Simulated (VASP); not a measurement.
# Nb8N (P-62m) in VASP: single point with PBE

Aim: the single point of Nb8N with PBE.

Everything below comes from runs of VASP 6.6.1. Logs are shortened: lines on timing, memory, paths and dates and some standing lists are left out, and cuts for length are marked.

## 1. The cell of the first run

Symmetry: P-62m, No. 189, hexagonal system. Conventional cell: a = 7.353 Å, b = 7.353 Å, c = 3.230 Å, α = 90.00°, β = 90.00°, γ = 120.00°. Within 3.5 Å of Nb (site symmetry m2m) lie 1 N at 2.68 Å and 12 Nb at 2.85 to 3.38 Å. Nb (site symmetry -6) has 11 Nb at 2.85 to 3.23 Å within 3.8 Å. Nb (site symmetry m2m) has 2 N at 2.35 Å and 8 Nb at 2.85 to 2.95 Å within 3.1 Å. Within 3.1 Å of N (site symmetry -62m) lie 9 Nb at 2.35 to 2.68 Å.

The cell was generated, and may not be a known phase.

## 2. Single point, PBE

File INCAR:

```
SYSTEM = Nb8N
ALGO = Normal
EDIFF = 1E-6
ENCUT = 520
GGA = PE
ISIF = 2
ISMEAR = 0
LASPH = .TRUE.
LCHARG = .FALSE.
LREAL = .FALSE.
LWAVE = .FALSE.
NBANDS = 64
NELM = 80
PREC = Accurate
SIGMA = 0.1
```

File KPOINTS:

```
k-points
0
G
  6 6 12
  0 0 0
```

File POSCAR:

```
Nb8N
1.0
    7.3527235223      0.0000000000      0.0000000000
   -3.6763617612      6.3676453573      0.0000000000
    0.0000000000      0.0000000000      3.2296692292
Nb N
8 1
Direct
    0.6356347713      0.0000000000      0.5000000000
    0.3643652287      0.3643652287      0.5000000000
    0.0000000000      0.6356347713      0.5000000000
    0.3333333333      0.6666666667      0.0000000000
    0.6666666667      0.3333333333      0.0000000000
    0.2320123139      0.0000000000      0.0000000000
    0.7679876861      0.7679876861      0.0000000000
    0.0000000000      0.2320123139      0.0000000000
    0.0000000000      0.0000000000      0.5000000000
```

Potentials or basis: VASP PAW PBE potentials, release 64 (Nb_sv, N).

Started as:

```
$ cat potpaw_PBE.64/Nb_sv/POTCAR potpaw_PBE.64/N/POTCAR > POTCAR
$ mpirun -np 1 vasp_std > vasp.out
```

OUTCAR:

```text
SYSTEM = Nb8N
   EDIFF = 1E-6
   ENCUT = 520
   GGA = PE
   ISIF = 2
   ISMEAR = 0
   LASPH = .TRUE.
   LREAL = .FALSE.
   NELM = 80
   PREC = Accurate

 ion  position               nearest neighbor table
   1  0.636  0.000  0.500-   5 2.85   5 2.85   4 2.85   4 2.85   8 2.85   8 2.85   7 2.85   7 2.85

   2  0.364  0.364  0.500-   5 2.85   5 2.85   4 2.85   4 2.85   8 2.85   8 2.85   6 2.85   6 2.85

   3  0.000  0.636  0.500-   4 2.85   4 2.85   5 2.85   5 2.85   6 2.85   6 2.85   7 2.85   7 2.85

   4  0.333  0.667  0.000-   3 2.85   3 2.85   1 2.85   1 2.85   2 2.85   2 2.85   6 2.90   8 2.90
                             7 2.90
   5  0.667  0.333  0.000-   1 2.85   1 2.85   3 2.85   3 2.85   2 2.85   2 2.85   8 2.90   6 2.90
                             7 2.90
   6  0.232  0.000  0.000-   9 2.35   9 2.35   3 2.85   3 2.85   2 2.85   2 2.85   4 2.90   5 2.90
                             7 2.95   8 2.95
   7  0.768  0.768  0.000-   9 2.35   9 2.35   3 2.85   3 2.85   1 2.85   1 2.85   4 2.90   5 2.90
                             6 2.95   8 2.95
   8  0.000  0.232  0.000-   9 2.35   9 2.35   1 2.85   1 2.85   2 2.85   2 2.85   5 2.90   4 2.90
                             7 2.95   6 2.95
   9  0.000  0.000  0.500-   7 2.35   7 2.35   6 2.35   6 2.35   8 2.35   8 2.35

  LATTYP: Found a hexagonal cell.
 ALAT       =     7.3527235223
 C/A-ratio  =     0.4392480173

  Lattice vectors:

 A1 = (   7.3527235223,   0.0000000000,   0.0000000000)
 A2 = (  -3.6763617612,   6.3676453573,   0.0000000000)
 A3 = (   0.0000000000,   0.0000000000,   3.2296692292)

Analysis of symmetry for initial positions (statically):
=====================================================================
 Subroutine PRICEL returns:
 Original cell was already a primitive cell.

 Routine SETGRP: Setting up the symmetry group for a
 hexagonal supercell.

 Subroutine GETGRP returns: Found 12 space group operations
 (whereof 12 operations were pure point group operations)
 out of a pool of 24 trial point group operations.

The static configuration has the point symmetry D_3h.

Analysis of symmetry for dynamics (positions and initial velocities):
=====================================================================
 Subroutine PRICEL returns:
 Original cell was already a primitive cell.

 Routine SETGRP: Setting up the symmetry group for a
 hexagonal supercell.

 Subroutine GETGRP returns: Found 12 space group operations
 (whereof 12 operations were pure point group operations)
 out of a pool of 24 trial point group operations.

The dynamic configuration has the point symmetry D_3h.

 Subroutine INISYM returns: Found 12 space group operations
 (whereof 12 operations are pure point group operations),
 and found     1 'primitive' translations

----------------------------------------------------------------------------------------

                                     Primitive cell

  volume of cell :     151.2116

  direct lattice vectors                    reciprocal lattice vectors
     7.352723522  0.000000000  0.000000000     0.136004026  0.078521961  0.000000000
    -3.676361761  6.367645357  0.000000000     0.000000000  0.157043922  0.000000000
     0.000000000  0.000000000  3.229669229     0.000000000  0.000000000  0.309629231

  length of vectors
     7.352723522  7.352723522  3.229669229     0.157043922  0.157043922  0.309629231

  position of ions in fractional coordinates (direct lattice)
     0.635634771  0.000000000  0.500000000
     0.364365229  0.364365229  0.500000000
     1.000000000  0.635634771  0.500000000
     0.333333333  0.666666667  0.000000000
     0.666666667  0.333333333  0.000000000
     0.232012314  0.000000000  0.000000000
     0.767987686  0.767987686  0.000000000
     1.000000000  0.232012314  0.000000000
     0.000000000  0.000000000  0.500000000

  ion indices of the primitive-cell ions
   primitive index   ion index
                 1           1
                 2           2
                 3           3
                 4           4
                 5           5
                 6           6
                 7           7
                 8           8
                 9           9

----------------------------------------------------------------------------------------

 KPOINTS: k-points

Automatic generation of k-mesh.
 Grid dimensions read from file:
 generate k-points for:    6    6   12

 Generating k-lattice:

  Cartesian coordinates                     Fractional coordinates (reciprocal lattice)
     0.022667338  0.013086993  0.000000000     0.166666667 -0.000000000  0.000000000
     0.000000000  0.026173987  0.000000000     0.000000000  0.166666667  0.000000000
     0.000000000  0.000000000  0.025802436     0.000000000  0.000000000  0.083333333

  Length of vectors
     0.026173987  0.026173987  0.025802436

  Shift w.r.t. Gamma in fractional coordinates (k-lattice)
     0.000000000  0.000000000  0.000000000

 Subroutine IBZKPT returns following result:
 ===========================================

 Found     49 irreducible k-points:

 Following reciprocal coordinates:
            Coordinates               Weight
  0.000000  0.000000  0.000000      1.000000
  0.166667  0.000000  0.000000      6.000000
  0.333333  0.000000  0.000000      6.000000
  0.500000  0.000000  0.000000      3.000000
  0.166667  0.166667  0.000000      6.000000
  0.333333  0.166667  0.000000     12.000000
[... 16 lines left out ...]
  0.166667  0.000000  0.250000     12.000000
  0.333333  0.000000  0.250000     12.000000
 [... further k-points ...]
   k-points           NKPTS =     49   k-points in BZ     NKDIM =     49   number of bands    NBANDS=     64
   number of dos      NEDOS =    301   number of ions     NIONS =      9
   total plane-waves  NPLWV =  75264
   dimension x,y,z NGX =    56 NGY =   56 NGZ =   24
   dimension x,y,z NGXF=   112 NGYF=  112 NGZF=   48
   ions per type =               8   1
   NGX,Y,Z   is equivalent  to a cutoff of  12.66, 12.66, 12.35 a.u.
   NGXF,Y,Z  is equivalent  to a cutoff of  25.32, 25.32, 24.71 a.u.
 SYSTEM =  Nb8N
   PREC   = accura    normal or accurate (medium, high low for compatibility)
   ISTART =      0    job   : 0-new  1-cont  2-samecut
   ICHARG =      2    charge: 1-file 2-atom 10-const
   ISPIN  =      1    spin polarized calculation?
   LNONCOLLINEAR =      F non collinear calculations
   LSORBIT =      F    spin-orbit coupling
   LASPH  =      T    aspherical Exc in radial PAW
   ENCUT  =  520.0 eV  38.22 Ry    6.18 a.u.  13.67 13.67  6.01*2*pi/ulx,y,z
   NELM   =     80;   NELMIN=  2; NELMDL= -5     # of ELM steps
   EDIFF  = 0.1E-05   stopping-criterion for ELM
   LREAL  =      F    real-space projection
[... 7 lines left out ...]
   TEBEG  =    0.0;   TEEND  =   0.0 temperature during run
   PSTRESS=    0.0 pullay stress
   NELECT =     109.0000    total number of electrons
   NUPDOWN=      -1.0000    fix difference up-down
   EMIN   =  10.00;   EMAX   =-10.00  energy-range for DOS
   EFERMI =   0.00;   METHOD = LEGACY
   ISMEAR =     0;   SIGMA  =   0.10  broadening in eV -4-tet -1-fermi 0-gaus
   EFERMI_NEDOS =   21; number of points for ismear=-14 and -15
   IALGO  =     38    algorithm
   IMIX   =      4    mixing-type and parameters
     AMIX     =   0.40;   BMIX     =  1.00
     AMIX_MAG =   1.60;   BMIX_MAG =  1.00
  volume/ion in A,a.u.               =      16.80       113.38
  Fermi-wavevector in a.u.,A,eV,Ry     =   1.467873  2.773879 29.315826  2.154652
  Thomas-Fermi vector in A             =   2.583439
   LORBIT       =      0    0 simple, 1 ext, 2 COOP (PROOUT), +10 PAW based schemes
   GGA     = PE    functional components
   LHFCALC =     F    Hartree Fock is set to
   AEXX    =    0.0000 exact exchange contribution
   IVDW    =     0    specifies the selected vdW correction
   LEPSILON=     F    determine dielectric tensor
   LRPA    =     F    only Hartree local field effects (RPA)
 non-spin polarized calculation
 Gauss-broadening in eV      SIGMA  =   0.10
  energy-cutoff  :      520.00
  volume of cell :      151.21
 maximum number of plane-waves:      4116
 NGX is ok and might be reduce to    56
   NGX = 27   NGY = 27   NGZ = 13

 number of electron     108.9999991 magnetization

 Free energy of the ion-electron system (eV)
  ---------------------------------------------------
  ext. energy  EPLUGINS =         0.00000000
  ---------------------------------------------------
  free energy    TOTEN  =       -89.12351313 eV

  energy without entropy =      -89.08736561  energy(sigma->0) =      -89.10543937

 E-fermi :  11.3653     XC(G=0): -12.4733

 val. band max:       11.3643289383   @ k =   0.3333   0.3333   0.1667
 cond. band min:      11.3725756893   @ k =   0.1667   0.0000   0.4167
 fundamental gap:      0.0082467510
 Fermi energy:        11.3652510136

 k-point     1 :       0.0000    0.0000    0.0000
  band No.  band energies     occupation
      1     -43.4975      2.00000
      2     -43.3763      2.00000
      3     -43.3763      2.00000
      4     -43.2126      2.00000
      5     -43.1604      2.00000
      6     -43.1604      2.00000
[... 56 lines left out ...]
     63      12.9404      0.00000
     64      12.9446      0.00000

 k-point     2 :       0.1667    0.0000    0.0000
  band No.  band energies     occupation
      1     -43.4916      2.00000
      2     -43.3817      2.00000
      3     -43.3770      2.00000
      4     -43.2158      2.00000
      5     -43.1812      2.00000
      6     -43.1538      2.00000
[... 56 lines left out ...]
     63      12.9096      0.00000
     64      13.1878      0.00000

 k-point     3 :       0.3333    0.0000    0.0000
  band No.  band energies     occupation
      1     -43.4769      2.00000
      2     -43.3955      2.00000
      3     -43.3784      2.00000
      4     -43.2199      2.00000
      5     -43.2047      2.00000
      6     -43.1422      2.00000
[... 1396 lines left out ...]
     63      13.0944      0.00000
     64      13.2773      0.00000

 k-point    24 :       0.3333    0.0000    0.2500
  band No.  band energies     occupation
      1     -43.4403      2.00000
      2     -43.3706      2.00000
      3     -43.3599      2.00000
      4     -43.1933      2.00000
      5     -43.1800      2.00000
      6     -43.1428      2.00000
[... 56 lines left out ...]
     63      13.2109      0.00000
     64      13.4848      0.00000

 [... further k-points ...]
[... 5 lines left out ...]
  --------------------------------------------------------------------------------------
  -------------------------------------------------------------------------------------
  Total       -0.2993047     -0.2993047     -0.3343548      0.0000000     -0.0000000      0.0000000
  in kB       -3.1713117     -3.1713117     -3.5426888      0.0000000     -0.0000000      0.0000000
  external PRESSURE =      -3.2951040 kB  Pullay stress =       0.0000000 kB

 VOLUME and BASIS-vectors are now :
 -----------------------------------------------------------------------------
  energy-cutoff  :      520.00
  volume of cell :      151.21
      direct lattice vectors                 reciprocal lattice vectors
     7.352723522  0.000000000  0.000000000     0.136004026  0.078521961  0.000000000
    -3.676361761  6.367645357  0.000000000     0.000000000  0.157043922  0.000000000
     0.000000000  0.000000000  3.229669229     0.000000000  0.000000000  0.309629231

 POSITION                                       TOTAL-FORCE (eV/Angst)
 -----------------------------------------------------------------------------------
      4.67365      0.00000      1.61483        -0.001493     -0.000000      0.000000
      1.33954      2.32015      1.61483         0.000747      0.001293      0.000000
     -2.33682      4.04750      1.61483         0.000747     -0.001293      0.000000
     -0.00000      4.24510      0.00000         0.000000      0.000000      0.000000
      3.67636      2.12255      0.00000         0.000000      0.000000      0.000000
      1.70592      0.00000      0.00000         0.000331      0.000000      0.000000
      2.82340      4.89027      0.00000        -0.000166     -0.000287     -0.000000
     -0.85296      1.47737      0.00000        -0.000166      0.000287      0.000000
      0.00000      0.00000      1.61483         0.000000     -0.000000      0.000000
 -----------------------------------------------------------------------------------
    total drift:                               -0.000000     -0.000000      0.000000

  FREE ENERGIE OF THE ION-ELECTRON SYSTEM (eV)
  ---------------------------------------------------
  free  energy   TOTEN  =       -89.1235131297 eV

  energy  without entropy=      -89.0873656057  energy(sigma->0) =      -89.10543937
```

It took 9.6 min on 1 thread of Intel Xeon Platinum 8259CL at 2.50GHz (Skylake/Cascade Lake), shared host; peak memory 0.47 GiB.

Results:

- Free energy: -89.1235 eV
- Pressure: -0.3 GPa
- Band gap on the k mesh: zero (an odd number of electrons rules out a gap without spin polarisation)

Levels at points of the mesh, in eV from the Fermi level:
```tsv
k point	band 51	band 52	band 53	band 54	band 55	band 56	band 57	band 58
(0.00, 0.00, 0.00)	-0.73	-0.67	-0.56	-0.56	-0.28	0.67	0.67	0.91
(0.50, 0.00, 0.00)	-0.94	-0.25	-0.15	0.08	0.14	0.54	0.67	0.89
(0.00, 0.00, 0.50)	-0.39	-0.18	-0.18	-0.03	-0.03	0.62	0.70	0.70
(0.50, 0.00, 0.50)	-0.54	-0.44	-0.21	-0.19	0.28	0.59	0.74	1.15
```
